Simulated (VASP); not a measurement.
**Ti2O: single point with PBEsol**

The system is Ti2O.

```
CELL_PARAMETERS angstrom
2.94328 0.02011 -0.04661
-1.45422 2.53338 0.03888
-0.07524 0.02903 4.70725
ATOMIC_POSITIONS crystal
Ti 0.67555 0.33483 0.28285
Ti 0.32495 0.66150 0.71020
O 0.00146 0.98410 0.99723
```

```yaml
Program: VASP 6.6.1
Task: single point
Functional: PBEsol
Potentials_or_basis: VASP PAW PBE potentials, release 64 (Ti_sv, O)
Cutoff: 520 eV
k_mesh: 1 × 1 × 1
Occupations: gaussian, width 0.1 eV
Spin: no spin polarisation
Dipole_correction: no
Further_INCAR_settings: ALGO = Normal; EDIFF = 1e-06; NBANDS = 22
```

The pressure is 58.8 GPa, the largest force is 1.454 eV/Å and the band gap on the k mesh is 0.03 eV.

Forces in eV/Å, atoms in the order of the input:
```
Ti   0.717  1.105 -0.256
Ti  -1.440  0.145  0.088
O    0.723 -1.250  0.168
```

Stress tensor (GPa, compression positive):
```
78.49  0.68  2.17
 0.68 73.30 -1.22
 2.17 -1.22 24.55
```

Levels at points of the mesh, in eV from the valence-band top:
| k point | band 13 | band 14 | band 15 | band 16 | band 17 | band 18 |
| --- | --- | --- | --- | --- | --- | --- |
| (0.00, 0.00, 0.00) | -4.33 | -0.41 | 0.00 | 0.03 | 0.32 | 0.42 |

Run time: 6.1 s on 1 thread of Intel(R) Xeon(R) Platinum 8375C CPU @ 2.90GHz (Ice Lake), with other jobs on the host, peak memory 0.14 GiB.

Caveat: the k points lie up to 2.47 Å⁻¹ apart; the PAW data sets were made with another functional, which shifts forces and pressure a little. A k mesh can miss the band edges.
